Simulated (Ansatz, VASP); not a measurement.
## One calculation of Ti3Al, two programs

Contents of INCAR:

```
ALGO = Fast
EDIFF = 1E-7
ENCUT = 520
GGA = PE
ISIF = 2
ISMEAR = 0
LASPH = T
LCHARG = F
LREAL = F
LWAVE = F
NBANDS = 28
NELM = 80
PREC = Accurate
SIGMA = 0.15
```

The input KPOINTS:

```
k-points
0
Gamma
  15 15 6
```

Contents of POSCAR:

```
Ti3Al
1.0
    2.8794395691      0.0000000000      0.0000000000
   -1.4397197845      2.4936678155      0.0000000000
    0.0000000000      0.0000000000      9.5568599297
Ti Al
3 1
Direct
    0.6666666667      0.3333333333      0.0000000000
    0.3333333333      0.6666666667      0.7396251305
    0.3333333333      0.6666666667      0.2603748695
    0.6666666667      0.3333333333      0.5000000000
```

Input for Ansatz:

```yaml
crystal:
  lattice:
    - [2.8794395691, 0.0, 0.0]
    - [-1.4397197845, 2.4936678155, 0.0]
    - [0.0, 0.0, 9.5568599297]
  atoms:
    - { symbol: Ti, position: [0.6666666667, 0.3333333333, 0.0] }
    - { symbol: Ti, position: [0.3333333333, 0.6666666667, 0.7396251305] }
    - { symbol: Ti, position: [0.3333333333, 0.6666666667, 0.2603748695] }
    - { symbol: Al, position: [0.6666666667, 0.3333333333, 0.5] }
basis:
  ecutwfc: 520.0
kpoints:
  mp_grid: { grid: [15, 15, 6] }
hamiltonian:
  xc: pbe
  pseudopotentials: { kind: paw, azcp: { folder: soft_1 } }
scf:
  occupations: { method: gaussian, width: 0.15 }
output:
  forces: true
  stress: true
  eigenvalues: true
```

Alike in both runs: task single point; functional PBE; k mesh 15 × 15 × 6; occupations gaussian, width 0.15 eV; no spin polarisation.

```csv
,VASP,Ansatz
version,VASP 6.6.1,Ansatz 0.2.0
potentials or method,"VASP PAW PBE potentials, release 64 (Ti_sv, Al), cutoff 520 eV","scalar-relativistic, plane waves, PAW"
valence electrons in the cell,39,39
```

VASP gave:

* gap on the k mesh at the Fermi level (eV): none
* pressure (GPa): -0.4
* traceless stress, the component that is largest in VASP (GPa): -3.08
* rms of the force components (eV/Å): 0.216

What did Ansatz give for the same quantities?

gap on the k mesh at the Fermi level (eV): none; pressure (GPa): -0.2; traceless stress, the component that is largest in VASP (GPa): -3.13; rms of the force components (eV/Å): 0.213.

Atom by atom the forces differ by 0.002 eV/Å (rms over components). A gap of «none» marks a metal or a gap that the smearing closes.
